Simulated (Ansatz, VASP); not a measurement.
**One calculation of Ti, two programs**

File POSCAR:

```
Ti
1.0
    2.8614979246      0.0000000000      0.0000000000
   -1.4307489623      2.4781298956      0.0000000000
    0.0000000000      0.0000000000      4.6157100000
Ti
2
Direct
    0.3333333333      0.6666666667      0.2500000000
    0.6666666667      0.3333333333      0.7500000000
```

The input INCAR.step1:

```
SYSTEM = Ti
PREC = Accurate
ENCUT = 520
ISMEAR = 0
SIGMA = 0.15
LREAL = .False.
LASPH = .True.
NELM = 60
NBANDS = 19
GGA = PE
ALGO = Normal
EDIFF = 1E-4
LWAVE = .True.
LCHARG = .False.
```

INCAR.step2

```
SYSTEM = Ti
PREC = Accurate
ENCUT = 520
EDIFF = 1E-6
ISMEAR = 0
SIGMA = 0.15
LREAL = .False.
LASPH = .True.
NELM = 60
ALGO = Normal
ISIF = 2
LWAVE = .False.
LCHARG = .False.
METAGGA = R2SCAN
LMIXTAU = .True.
NBANDS = 19
ISTART = 1
```

File KPOINTS:

```
regular mesh
0
Gamma
  18 18 10
  0 0 0
```

Input for Ansatz:

```yaml
crystal:
  lattice:
    - [2.8614979246, 0.0, 0.0]
    - [-1.4307489623, 2.4781298956, 0.0]
    - [0.0, 0.0, 4.61571]
  atoms:
    - { symbol: Ti, position: [0.3333333333, 0.6666666667, 0.25] }
    - { symbol: Ti, position: [0.6666666667, 0.3333333333, 0.75] }
basis:
  ecutwfc: 500
kpoints:
  mp_grid: { grid: [18, 18, 10] }
hamiltonian:
  xc: r2scan
scf:
  occupations: { method: gaussian, width: 0.15 }
output:
  forces: true
  stress: true
  eigenvalues: true
```

Change from the starting cell: strain -0.030 along x and y, -0.015 along z, atoms carried along.

Alike in both runs: task single point; functional r2SCAN; k mesh 18 × 18 × 10; occupations gaussian, width 0.15 eV; no spin polarisation.

|  | VASP | Ansatz |
| --- | --- | --- |
| version | VASP 6.6.1 | Ansatz 0.2.0 |
| potentials or method | VASP PAW PBE potentials, release 64 (Ti_sv), cutoff 520 eV | scalar-relativistic, plane waves, PAW |
| valence electrons in the cell | 24 | 24 |

```tsv
	VASP	Ansatz	Ansatz less VASP
gap on the k mesh at the Fermi level (eV)	none	none	-
pressure (GPa)	7.7	7.2	-0.41
traceless stress, the component that is largest in VASP (GPa)	-1.89	-1.89	-0.002
```

VASP's potentials were made for PBE, not for r2SCAN. A gap of «none» marks a metal or a gap that the smearing closes.
